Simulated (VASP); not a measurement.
Crystal: SrBe.

```
Sr Be
1.0
     3.86898    0.00000    0.00000
    -1.93449    3.35064    0.00000
     0.00000    0.00000    4.99813
Sr Be
1 1
Direct
  0.00000 0.00000 0.00000
  0.33333 0.66667 0.50000
```

| Property | Result |
| --- | --- |
| Program | VASP 6.6.1 |
| Task | relaxation of cell and atoms |
| Functional | PBE |
| Potentials or basis | VASP PAW PBE potentials, release 64 (Sr_sv, Be) |
| Cutoff | 600 eV |
| k mesh | 18 × 18 × 12 |
| Occupations | gaussian, width 0.1 eV |
| Spin | no spin polarisation |

At the start: pressure -1.2 GPa; volume 32.40 Å³/atom.

Problem. Where does the relaxation end?

Solution. Over 10 steps the energy falls by 121.5 meV/atom and the volume is 31.16 Å³/atom (-3.8 %); space group P-6m2 (No. 187, to 0.05 Å).

The path:
```csv
step,energy change (eV),largest force (eV/Å),pressure (GPa),volume (Å³)
1,0.0000,0.0000,-1.22,64.79
2,-0.0936,0.0000,-0.43,62.43
3,-0.1670,0.0000,0.98,59.30
4,-0.1030,0.0000,5.18,52.64
5,-0.1830,0.0000,2.15,57.16
6,-0.2346,0.0000,0.78,60.27
7,-0.2428,0.0000,-0.01,62.48
8,-0.2429,0.0000,0.04,62.31
9,-0.2429,0.0000,0.08,62.21
10,-0.2429,0.0000,0.03,62.33
```

Final structure:
```
Sr Be
1.0
     4.21036    0.00000    0.00000
    -2.10518    3.64628    0.00000
     0.00000    0.00000    4.05972
Sr Be
1 1
Direct
  0.00000 0.00000 0.00000
  0.33333 0.66667 0.50000
```
